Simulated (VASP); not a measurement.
Write the native input for VASP 6.6.1 that does the following.

- Task: single point
- Functional: PBE
- Potentials or basis: VASP PAW PBE potentials, release 64 (Hg, Se, Co)
- Cutoff: 520 eV
- k mesh: 5 × 5 × 5
- Occupations: fermi-dirac, width 0.0167 eV
- Spin: no spin polarisation
- Dipole correction: no
- Further INCAR settings: ALGO = Normal; EDIFF = 1e-07; NBANDS = 29

The structure of Co2HgSe2 lies in POSCAR:

```
Co2HgSe2
1.0
    0.0000000000      3.6362510092     -0.0000001384
    3.6362510092      0.0000000000     -0.0000001384
    1.8181251694      1.8181251694     -8.8032106838
Hg Se Co
1 2 2
Direct
    0.0000000000      0.0000000000      0.0000000000
    0.3311405807      0.3311405807      0.3377188387
    0.6688594193      0.6688594193      0.6622811613
    0.7500000000      0.2500000000      0.5000000000
    0.2500000000      0.7500000000      0.5000000000
```

These files were run (other wordings do the same):

INCAR

```
SYSTEM = Co2HgSe2
  PREC = Accurate
  ENCUT = 520
  EDIFF = 1E-7
  ISMEAR = -1
  SIGMA = 0.0167
  LREAL = .False.
  LASPH = .True.
  NELM = 60
  ALGO = Normal
  ISIF = 2
  LWAVE = .False.
  LCHARG = .False.
  GGA = PE
  NBANDS = 29
```

KPOINTS

```
Automatic mesh
0
Gamma
  5 5 5
  0 0 0
```

Potentials or basis: VASP PAW PBE potentials, release 64 (Hg, Se, Co).

Run with:

```sh
$ cat potpaw_PBE.64/Hg/POTCAR potpaw_PBE.64/Se/POTCAR potpaw_PBE.64/Co/POTCAR > POTCAR
$ mpirun -np 1 vasp_std > vasp.out
```

Results of the run:

```
Pressure               : 0.1 GPa
Largest force          : 0.021 eV/Å
Band gap on the k mesh : zero (bands 21 and 22 overlap by 1.12 eV)
```

Caveat: spin-orbit coupling is left out, which moves the levels of the heavy elements; the run has no spin polarisation, though such a crystal can be magnetic.

It took 39 s on 1 thread of Intel(R) Xeon(R) 6975P-C (Granite Rapids) (shared host), peak memory 0.25 GiB.
